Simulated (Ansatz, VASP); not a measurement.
## Two plane-wave programs on AlGa2P3

```
Al Ga P
1.0
     3.84973    0.02635   -0.04340
    -0.05270   -7.84418    0.01510
    -1.81968    1.96387   -8.29463
Al Ga P
2 4 6
Cartesian
  1.7722 -5.9808 -0.0560
  1.8446 -1.9243 0.2062
  0.0798 -4.2761 -2.9035
  -0.1009 -0.0786 -2.6684
  2.0920 -6.2208 -5.5096
  1.9264 -2.0817 -5.2957
  0.0601 -5.7634 -1.4346
  0.0857 -1.7272 -1.5957
  -0.0745 -5.6379 -6.8306
  0.1618 -1.8086 -7.0378
  1.8652 -3.6522 -4.3393
  2.0333 0.0899 -4.1526
```

Change from the starting cell: cell x2, atoms moved at random (sigma 0.15 Å) and cell strained at random (1.5 %), then relaxed without symmetry.

Alike in both runs: task relaxation of cell and atoms; functional PBE; k mesh 4 × 2 × 4; occupations gaussian, width 0.1 eV; no spin polarisation.

|  | VASP | Ansatz |
| --- | --- | --- |
| version | VASP 6.6.1 | Ansatz 0.2.0 |
| potentials or method | VASP PAW PBE potentials, release 64 (Al, Ga_d, P), cutoff 600 eV | scalar-relativistic, plane waves, PAW |
| valence electrons in the cell | 88 | 88 |

|  | VASP | Ansatz | Ansatz less VASP |
| --- | --- | --- | --- |
| gap on the k mesh at the Fermi level, each at its own relaxed structure (eV) | 1.61 | 1.62 | +0.001 |
| relaxed volume (Å³/atom) | 20.90 | 20.91 | +0.010 |
| relaxed length of the cell vector where the two differ most in proportion (Å) | 7.824 | 7.827 | +0.0031 |
